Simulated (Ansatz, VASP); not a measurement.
Two plane-wave programs on Al

```
CELL_PARAMETERS angstrom
2.79026 0.00000 0.00000
-1.39513 2.41644 0.00000
0.00000 0.00000 4.64792
ATOMIC_POSITIONS crystal
Al 0.66667 0.33333 0.75000
Al 0.33333 0.66667 0.25000
```

Alike in both runs: functional PBEsol; dispersion D3(BJ); k mesh 18 × 18 × 10; occupations gaussian, width 0.1 eV; no spin polarisation.

Ansatz relaxed the structure, and its values are those at the end. VASP's run is a single point on that final structure, the one shown.

|  | VASP | Ansatz |
| --- | --- | --- |
| version | VASP 6.6.1 | Ansatz 0.2.0 |
| potentials or method | VASP PAW PBE potentials, release 64 (Al), cutoff 520 eV | scalar-relativistic, plane waves, PAW |
| valence electrons in the cell | 6 | 6 |

```csv
,VASP,Ansatz,Ansatz less VASP
gap on the k mesh at the Fermi level (eV),none,none,-
pressure (GPa),0.1,0.0,-0.08
```

VASP's potentials were made for PBE, not for PBEsol. A gap of «none» marks a metal or a gap that the smearing closes.
